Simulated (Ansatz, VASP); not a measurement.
# Y: VASP beside Ansatz

```xyz
2
Lattice="3.5423 0.0000 0.0000 -1.7711 3.0677 0.0000 0.0000 0.0000 5.5162" Properties=species:S:1:pos:R:3 pbc="T T T"
Y     0.0000    2.0451    1.3790
Y     1.7711    1.0226    4.1371
```

Alike in both runs: task single point; functional LDA; k mesh 10 × 10 × 6; occupations fermi-dirac, width 0.08 eV; no spin polarisation.

```csv
,VASP,Ansatz
version,VASP 6.6.1,Ansatz 0.2.0
potentials or method,"VASP PAW LDA potentials, release 64 (Y_sv), cutoff 520 eV","all-electron LAPW, scalar-relativistic"
```

```tsv
	VASP	Ansatz	Ansatz less VASP
pressure (GPa)	-0.1	0.0	+0.13
```

LDA's correlation is that of Perdew and Zunger in VASP and of Perdew and Wang (1992) in Ansatz. Ansatz ran all-electron here, and VASP with PAW potentials. Ansatz's warnings: optics on partly filled bands.
